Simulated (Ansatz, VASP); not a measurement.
**One calculation of Al6H, two programs**

File INCAR:

```
SYSTEM = Al6H
PREC = Accurate
ENCUT = 520
EDIFF = 1E-6
ISMEAR = 0
SIGMA = 0.1
LREAL = .FALSE.
LASPH = .TRUE.
NELM = 80
ALGO = Normal
ISIF = 2
LWAVE = .FALSE.
LCHARG = .FALSE.
LDIPOL = .TRUE.
IDIPOL = 3
DIPOL = 0.5 0.5 0.300
GGA = PE
NBANDS = 32
```

File KPOINTS:

```
regular mesh
0
G
  6 6 1
  0 0 0
```

File POSCAR:

```
Al6H
1.0
    5.7143028096      0.0000000000      0.0000000000
   -2.8571514048      4.9487313980      0.0000000000
    0.0000000000      0.0000000000     22.6016424636
Al H
12 2
Direct
    0.3333333333      0.1666666667      0.1769782885
    0.3333333333      0.6666666667      0.1769782885
    0.8333333333      0.1666666667      0.1769782885
    0.8333333333      0.6666666667      0.1769782885
    0.1666666667      0.3333333333      0.2787817904
    0.1666666667      0.8333333333      0.2787817904
    0.6666666667      0.3333333333      0.2787817904
    0.6666666667      0.8333333333      0.2787817904
    0.0000000000      0.0000000000      0.3805759903
    0.0000000000      0.5000000000      0.3805759903
    0.5000000000      0.0000000000      0.3805759903
    0.5000000000      0.5000000000      0.3805759903
    0.1903382450      0.3806764901      0.4288025739
    0.3096617550      0.6193235099      0.4288025739
```

Input for Ansatz:

```yaml
crystal:
  lattice:
    - [5.7143028096, 0.0, 0.0]
    - [-2.8571514048, 4.948731398, 0.0]
    - [0.0, 0.0, 22.6016424636]
  atoms:
    - { symbol: Al, position: [0.3333333333, 0.1666666667, 0.1769782885] }
    - { symbol: Al, position: [0.3333333333, 0.6666666667, 0.1769782885] }
    - { symbol: Al, position: [0.8333333333, 0.1666666667, 0.1769782885] }
    - { symbol: Al, position: [0.8333333333, 0.6666666667, 0.1769782885] }
    - { symbol: Al, position: [0.1666666667, 0.3333333333, 0.2787817904] }
    - { symbol: Al, position: [0.1666666667, 0.8333333333, 0.2787817904] }
    - { symbol: Al, position: [0.6666666667, 0.3333333333, 0.2787817904] }
    - { symbol: Al, position: [0.6666666667, 0.8333333333, 0.2787817904] }
    - { symbol: Al, position: [0.0, 0.0, 0.3805759903] }
    - { symbol: Al, position: [0.0, 0.5, 0.3805759903] }
    - { symbol: Al, position: [0.5, 0.0, 0.3805759903] }
    - { symbol: Al, position: [0.5, 0.5, 0.3805759903] }
    - { symbol: H, position: [0.190338245, 0.3806764901, 0.4288025739] }
    - { symbol: H, position: [0.309661755, 0.6193235099, 0.4288025739] }
basis:
  ecutwfc: 420
kpoints:
  mp_grid: { grid: [6, 6, 1] }
hamiltonian:
  xc: pbe
scf:
  occupations: { method: gaussian, width: 0.1 }
output:
  forces: true
  eigenvalues: true
efield:
  axis: 3
  dipole_correction: true
  ramp_width: 0.04
```

Alike in both runs: task single point; functional PBE; k mesh 6 × 6 × 1; occupations gaussian, width 0.1 eV; no spin polarisation.

|  | VASP | Ansatz |
| --- | --- | --- |
| version | VASP 6.6.1 | Ansatz 0.2.0 |
| potentials or method | VASP PAW PBE potentials, release 64 (Al, H), cutoff 520 eV | scalar-relativistic, plane waves, PAW |
| valence electrons in the cell | 38 | 38 |

|  | VASP | Ansatz | Ansatz less VASP |
| --- | --- | --- | --- |
| gap on the k mesh at the Fermi level (eV) | none | none | - |
| rms of the force components (eV/Å) | 0.235 | 0.236 | +0.0011 |

Atom by atom the forces differ by 0.001 eV/Å (rms over components). A gap of «none» marks a metal or a gap that the smearing closes.
